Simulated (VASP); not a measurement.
# Ti (P6_3/mmc) in VASP: single point with r2SCAN

Aim: the single point of Ti with r2SCAN.

Program: VASP 6.6.1. These are calculated values, not measurements. Logs are shortened: lines on timing, memory, paths and dates and some standing lists are left out, and cuts for length are marked.

## Step 1: The cell of the first run

Symmetry: P6_3/mmc, No. 194, hexagonal system. Conventional cell: a = 2.936 Å, b = 2.936 Å, c = 4.635 Å, α = 90.00°, β = 90.00°, γ = 120.00°. Within 3.8 Å of Ti (site symmetry -6m2) lie 12 Ti at 2.87 to 2.94 Å.

## Step 2: Single point, r2SCAN

Input file POSCAR:

```
Ti
1.0
    2.9356894682      0.0000000000      0.0000000000
   -1.4678447341      2.5423816571      0.0000000000
    0.0000000000      0.0000000000      4.6354513614
Ti
2
Direct
    0.3333333333      0.6666666667      0.2500000000
    0.6666666667      0.3333333333      0.7500000000
```

Input file INCAR.step1:

```
  PREC = Accurate
  ENCUT = 520
  ISMEAR = 1
  SIGMA = 0.1
  LREAL = F
  LASPH = T
  NELM = 80
  NBANDS = 19
  GGA = PE
  ALGO = Normal
  EDIFF = 1E-4
  LWAVE = T
  LCHARG = F
```

Input file INCAR.step2:

```
  PREC = Accurate
  ENCUT = 520
  EDIFF = 1E-6
  ISMEAR = 1
  SIGMA = 0.1
  LREAL = F
  LASPH = T
  NELM = 80
  ALGO = Normal
  ISIF = 2
  LWAVE = F
  LCHARG = F
  METAGGA = R2SCAN
  LMIXTAU = T
  NBANDS = 19
  ISTART = 1
```

Input file KPOINTS:

```
Automatic mesh
0
Gamma
  18 18 10
```

Potentials or basis: VASP PAW PBE potentials, release 64 (Ti_sv).

Command:

```sh
$ cat potpaw_PBE.64/Ti_sv/POTCAR > POTCAR
$ cp INCAR.step1 INCAR
$ mpirun -np 1 vasp_std > vasp.out
$ cp INCAR.step2 INCAR
$ mpirun -np 1 vasp_std > vasp.out
```

OUTCAR:

```text
PREC = Accurate
   ENCUT = 520
   EDIFF = 1E-6
   ISMEAR = 1
   LREAL = F
   LASPH = T
   NELM = 80
   ISIF = 2
   METAGGA = R2SCAN
   ISTART = 1

 ion  position               nearest neighbor table
   1  0.333  0.667  0.250-   2 2.87   2 2.87   2 2.87   2 2.87   2 2.87   2 2.87
   2  0.667  0.333  0.750-   1 2.87   1 2.87   1 2.87   1 2.87   1 2.87   1 2.87

  LATTYP: Found a hexagonal cell.
 ALAT       =     2.9356894682
 C/A-ratio  =     1.5789992135

  Lattice vectors:

 A1 = (   2.9356894682,   0.0000000000,   0.0000000000)
 A2 = (  -1.4678447341,   2.5423816571,   0.0000000000)
 A3 = (   0.0000000000,   0.0000000000,   4.6354513614)

Analysis of symmetry for initial positions (statically):
=====================================================================
 Subroutine PRICEL returns:
 Original cell was already a primitive cell.

 Routine SETGRP: Setting up the symmetry group for a
 hexagonal supercell.

 Subroutine GETGRP returns: Found 24 space group operations
 (whereof 12 operations were pure point group operations)
 out of a pool of 24 trial point group operations.

The static configuration has the point symmetry D_3d.
 The point group associated with its full space group is D_6h.

Analysis of symmetry for dynamics (positions and initial velocities):
=====================================================================
 Subroutine PRICEL returns:
 Original cell was already a primitive cell.

 Routine SETGRP: Setting up the symmetry group for a
 hexagonal supercell.

 Subroutine GETGRP returns: Found 24 space group operations
 (whereof 12 operations were pure point group operations)
 out of a pool of 24 trial point group operations.

The dynamic configuration has the point symmetry D_3d.
 The point group associated with its full space group is D_6h.

 Subroutine INISYM returns: Found 24 space group operations
 (whereof 12 operations are pure point group operations),
 and found     1 'primitive' translations

----------------------------------------------------------------------------------------

                                     Primitive cell

  volume of cell :      34.5974

  direct lattice vectors                    reciprocal lattice vectors
     2.935689468  0.000000000  0.000000000     0.340635483  0.196665988  0.000000000
    -1.467844734  2.542381657  0.000000000     0.000000000  0.393331976  0.000000000
     0.000000000  0.000000000  4.635451361     0.000000000  0.000000000  0.215728722

  length of vectors
     2.935689468  2.935689468  4.635451361     0.393331976  0.393331976  0.215728722

  position of ions in fractional coordinates (direct lattice)
     0.333333333  0.666666667  0.250000000
     0.666666667  0.333333333  0.750000000

  ion indices of the primitive-cell ions
   primitive index   ion index
                 1           1
                 2           2

----------------------------------------------------------------------------------------

 KPOINTS: Automatic mesh

Automatic generation of k-mesh.
 Grid dimensions read from file:
 generate k-points for:   18   18   10

 Generating k-lattice:

  Cartesian coordinates                     Fractional coordinates (reciprocal lattice)
     0.018924194  0.010925888  0.000000000     0.055555556 -0.000000000  0.000000000
     0.000000000  0.021851776  0.000000000     0.000000000  0.055555556  0.000000000
     0.000000000  0.000000000  0.021572872     0.000000000  0.000000000  0.100000000

  Length of vectors
     0.021851776  0.021851776  0.021572872

  Shift w.r.t. Gamma in fractional coordinates (k-lattice)
     0.000000000  0.000000000  0.000000000

 Subroutine IBZKPT returns following result:
 ===========================================

 Found    222 irreducible k-points:

 Following reciprocal coordinates:
            Coordinates               Weight
  0.000000  0.000000  0.000000      1.000000
  0.055556  0.000000  0.000000      6.000000
  0.111111  0.000000  0.000000      6.000000
  0.166667  0.000000  0.000000      6.000000
  0.222222 -0.000000  0.000000      6.000000
  0.277778  0.000000  0.000000      6.000000
[... 16 lines left out ...]
  0.333333  0.111111  0.000000     12.000000
  0.388889  0.111111  0.000000     12.000000
 [... further k-points ...]
   k-points           NKPTS =    222   k-points in BZ     NKDIM =    222   number of bands    NBANDS=     19
   number of dos      NEDOS =    301   number of ions     NIONS =      2
   total plane-waves  NPLWV =  20736
   dimension x,y,z NGX =    24 NGY =   24 NGZ =   36
   dimension x,y,z NGXF=    48 NGYF=   48 NGZF=   72
   ions per type =               2
   NGX,Y,Z   is equivalent  to a cutoff of  13.59, 13.59, 12.91 a.u.
   NGXF,Y,Z  is equivalent  to a cutoff of  27.18, 27.18, 25.82 a.u.
 SYSTEM =  unknown system
   PREC   = accura    normal or accurate (medium, high low for compatibility)
   ISTART =      1    job   : 0-new  1-cont  2-samecut
   ICHARG =      0    charge: 1-file 2-atom 10-const
   ISPIN  =      1    spin polarized calculation?
   LNONCOLLINEAR =      F non collinear calculations
   LSORBIT =      F    spin-orbit coupling
   LASPH  =      T    aspherical Exc in radial PAW
   ENCUT  =  520.0 eV  38.22 Ry    6.18 a.u.   5.46  5.46  8.62*2*pi/ulx,y,z
   NELM   =     80;   NELMIN=  2; NELMDL=  0     # of ELM steps
   EDIFF  = 0.1E-05   stopping-criterion for ELM
   LREAL  =      F    real-space projection
   EDIFFG = 0.1E-04   stopping-criterion for IOM
   NSW    =      0    number of steps for IOM
   IBRION =     -1    ionic relax: 0-MD 1-quasi-New 2-CG
   NFREE  =      0    steps in history (QN), initial steepest desc. (CG)
   ISIF   =      2    stress and relaxation
   ISYM   =      2    0-nonsym 1-usesym 2-fastsym
   POTIM  = 0.5000    time-step for ionic-motion
   TEBEG  =    0.0;   TEEND  =   0.0 temperature during run
   PSTRESS=    0.0 pullay stress
   NELECT =      24.0000    total number of electrons
   NUPDOWN=      -1.0000    fix difference up-down
   EMIN   =  10.00;   EMAX   =-10.00  energy-range for DOS
   EFERMI =   0.00;   METHOD = LEGACY
   ISMEAR =     1;   SIGMA  =   0.10  broadening in eV -4-tet -1-fermi 0-gaus
   EFERMI_NEDOS =   21; number of points for ismear=-14 and -15
   IALGO  =     38    algorithm
   IMIX   =      4    mixing-type and parameters
     AMIX     =   0.40;   BMIX     =  1.00
     AMIX_MAG =   1.60;   BMIX_MAG =  1.00
  volume/ion in A,a.u.               =      17.30       116.74
  Fermi-wavevector in a.u.,A,eV,Ry     =   1.449209  2.738607 28.575038  2.100206
  Thomas-Fermi vector in A             =   2.566962
   LORBIT       =      0    0 simple, 1 ext, 2 COOP (PROOUT), +10 PAW based schemes
   METAGGA = R2SCAN    functional components
   LHFCALC =     F    Hartree Fock is set to
   AEXX    =    0.0000 exact exchange contribution
   IVDW    =     0    specifies the selected vdW correction
   LEPSILON=     F    determine dielectric tensor
   LRPA    =     F    only Hartree local field effects (RPA)
 non-spin polarized calculation
 Methfessel and Paxton  Order N= 1 SIGMA  =   0.10
  energy-cutoff  :      520.00
  volume of cell :       34.60
 maximum number of plane-waves:       965
 NGX is ok and might be reduce to    24
   NGX = 11   NGY = 11   NGZ = 17

 number of electron      24.0000002 magnetization

 Free energy of the ion-electron system (eV)
  ---------------------------------------------------
  ext. energy  EPLUGINS =         0.00000000
  ---------------------------------------------------
  free energy    TOTEN  =       -25.90127089 eV

  energy without entropy =      -25.90175041  energy(sigma->0) =      -25.90143073

 E-fermi :   8.4573     XC(G=0): -12.4166

 val. band max:        8.4564204728   @ k =   0.3333   0.2222   0.3000
 cond. band min:       8.4577455590   @ k =   0.0556   0.0000   0.5000
 fundamental gap:      0.0013250862
 Fermi energy:         8.4572971968

 k-point     1 :       0.0000    0.0000    0.0000
  band No.  band energies     occupation
      1     -50.7911      2.00000
      2     -50.6436      2.00000
      3     -26.3612      2.00000
      4     -25.6819      2.00000
      5     -25.6819      2.00000
      6     -25.6106      2.00000
[... 11 lines left out ...]
     18      10.2591     -0.00000
     19      11.8382      0.00000

 k-point     2 :       0.0556    0.0000    0.0000
  band No.  band energies     occupation
      1     -50.7878      2.00000
      2     -50.6423      2.00000
      3     -26.3539      2.00000
      4     -25.6966      2.00000
      5     -25.6869      2.00000
      6     -25.6136      2.00000
[... 11 lines left out ...]
     18      10.2061     -0.00000
     19      11.8672      0.00000

 k-point     3 :       0.1111    0.0000    0.0000
  band No.  band energies     occupation
      1     -50.7783      2.00000
      2     -50.6387      2.00000
      3     -26.3327      2.00000
      4     -25.7390      2.00000
      5     -25.7009      2.00000
      6     -25.6354      2.00000
[... 11 lines left out ...]
     18      10.0684     -0.00000
     19      11.9397      0.00000

 k-point     4 :       0.1667    0.0000    0.0000
  band No.  band energies     occupation
      1     -50.7636      2.00000
      2     -50.6335      2.00000
      3     -26.2988      2.00000
      4     -25.8044      2.00000
      5     -25.7218      2.00000
      6     -25.7011      2.00000
[... 11 lines left out ...]
     18      10.3320     -0.00000
     19      12.0280      0.00000

 k-point     5 :       0.2222   -0.0000    0.0000
  band No.  band energies     occupation
      1     -50.7449      2.00000
      2     -50.6277      2.00000
      3     -26.2545      2.00000
      4     -25.8853      2.00000
      5     -25.7797      2.00000
      6     -25.7466      2.00000
[... 11 lines left out ...]
     18      10.6725      0.00000
     19      12.1112      0.00000

 k-point     6 :       0.2778    0.0000    0.0000
  band No.  band energies     occupation
      1     -50.7241      2.00000
      2     -50.6223      2.00000
      3     -26.2027      2.00000
      4     -25.9721      2.00000
      5     -25.8610      2.00000
      6     -25.7723      2.00000
[... 11 lines left out ...]
     18      11.0607      0.00000
     19      12.1792      0.00000

 k-point     7 :       0.3333   -0.0000    0.0000
  band No.  band energies     occupation
      1     -50.7032      2.00000
      2     -50.6185      2.00000
      3     -26.1476      2.00000
      4     -26.0540      2.00000
      5     -25.9356      2.00000
      6     -25.7960      2.00000
[... 11 lines left out ...]
     18      11.4596      0.00000
     19      12.2293      0.00000

 k-point     8 :       0.3889   -0.0000    0.0000
  band No.  band energies     occupation
      1     -50.6846      2.00000
      2     -50.6169      2.00000
      3     -26.1208      2.00000
      4     -26.0947      2.00000
      5     -25.9953      2.00000
      6     -25.8149      2.00000
[... 256 lines left out ...]
 k-point    20 :       0.1667    0.1111    0.0000
  band No.  band energies     occupation
      1     -50.7374      2.00000
      2     -50.6255      2.00000
      3     -26.2362      2.00000
      4     -25.8897      2.00000
      5     -25.8457      2.00000
      6     -25.7295      2.00000
[... 11 lines left out ...]
     18      10.9565      0.00000
     19      12.0832      0.00000

 k-point    21 :       0.2222    0.1111    0.0000
  band No.  band energies     occupation
      1     -50.7175      2.00000
      2     -50.6208      2.00000
      3     -26.1858      2.00000
      4     -25.9684      2.00000
      5     -25.9038      2.00000
      6     -25.7686      2.00000
[... 11 lines left out ...]
     18      11.4015      0.00000
     19      12.1269      0.00000

 k-point    22 :       0.2778    0.1111    0.0000
  band No.  band energies     occupation
      1     -50.6974      2.00000
      2     -50.6177      2.00000
      3     -26.1318      2.00000
      4     -26.0448      2.00000
      5     -25.9546      2.00000
      6     -25.8061      2.00000
[... 11 lines left out ...]
     18      11.8793      0.00000
     19      12.1605      0.00000

 k-point    23 :       0.3333    0.1111    0.0000
  band No.  band energies     occupation
      1     -50.6794      2.00000
      2     -50.6168      2.00000
      3     -26.1073      2.00000
      4     -26.0794      2.00000
      5     -25.9954      2.00000
      6     -25.8365      2.00000
[... 11 lines left out ...]
     18      12.1830      0.00000
     19      12.3701      0.00000

 k-point    24 :       0.3889    0.1111    0.0000
  band No.  band energies     occupation
      1     -50.6660      2.00000
      2     -50.6178      2.00000
      3     -26.1479      2.00000
      4     -26.0371      2.00000
      5     -26.0220      2.00000
      6     -25.8561      2.00000
[... 11 lines left out ...]
     18      12.1956      0.00000
     19      12.8570      0.00000

 [... further k-points ...]
[... 5 lines left out ...]
  --------------------------------------------------------------------------------------
  -------------------------------------------------------------------------------------
  Total        0.0770343      0.0770343      0.0802251     -0.0000000     -0.0000000      0.0000000
  in kB        3.5673999      3.5673999      3.7151634     -0.0000000     -0.0000000      0.0000000
  external PRESSURE =       3.6166544 kB  Pullay stress =       0.0000000 kB

 VOLUME and BASIS-vectors are now :
 -----------------------------------------------------------------------------
  energy-cutoff  :      520.00
  volume of cell :       34.60
      direct lattice vectors                 reciprocal lattice vectors
     2.935689468  0.000000000  0.000000000     0.340635483  0.196665988  0.000000000
    -1.467844734  2.542381657  0.000000000     0.000000000  0.393331976  0.000000000
     0.000000000  0.000000000  4.635451361     0.000000000  0.000000000  0.215728722

 POSITION                                       TOTAL-FORCE (eV/Angst)
 -----------------------------------------------------------------------------------
     -0.00000      1.69492      1.15886         0.000000     -0.000000      0.000000
      1.46784      0.84746      3.47659        -0.000000      0.000000      0.000000
 -----------------------------------------------------------------------------------
    total drift:                               -0.000000      0.000000     -0.000000

  FREE ENERGIE OF THE ION-ELECTRON SYSTEM (eV)
  ---------------------------------------------------
  free  energy   TOTEN  =       -25.9012708864 eV

  energy  without entropy=      -25.9017504131  energy(sigma->0) =      -25.90143073
```

It took 4.7 min on 1 thread of Intel Xeon Platinum 8488C (Sapphire Rapids), shared host; peak memory 0.25 GiB.

Results:

```
Free energy            : -25.9013 eV
Pressure               : 0.4 GPa
Band gap on the k mesh : zero (band 12 reaches 9.31 eV, above the bottom of band 13 at 8.07 eV)
```

Caveat: the PAW data sets were made with another functional, which shifts forces and pressure a little.
